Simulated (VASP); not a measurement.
Runs of VASP 6.6.1 on NaF. The structure is that of space group Fm-3m (No. 225), or close to it. The cells are those of the table. 

```tsv
cell	gap on the mesh (eV)	pressure (GPa)
a = 3.194 Å, angles 60.0°, 2 atoms	6.74	6.9
a = 3.249 Å, angles 60.0°, 2 atoms	6.44	3.4
a = 3.302 Å, angles 60.0°, 2 atoms	6.18	(a)
a = 3.354 Å, angles 60.0°, 2 atoms	(b)	-1.4
a = 3.137 Å, angles 60.0°, 2 atoms	7.07	11.5
```

Alike in all rows: task single point; level PBE; potentials or basis VASP PAW PBE potentials, release 64 (Na_pv, F); no spin polarisation; k mesh 6 × 6 × 6; cutoff (eV) 600; smearing gaussian 0.01 eV.

Q: Fill in the values left out.

A: (a) 0.7; (b) 5.94.

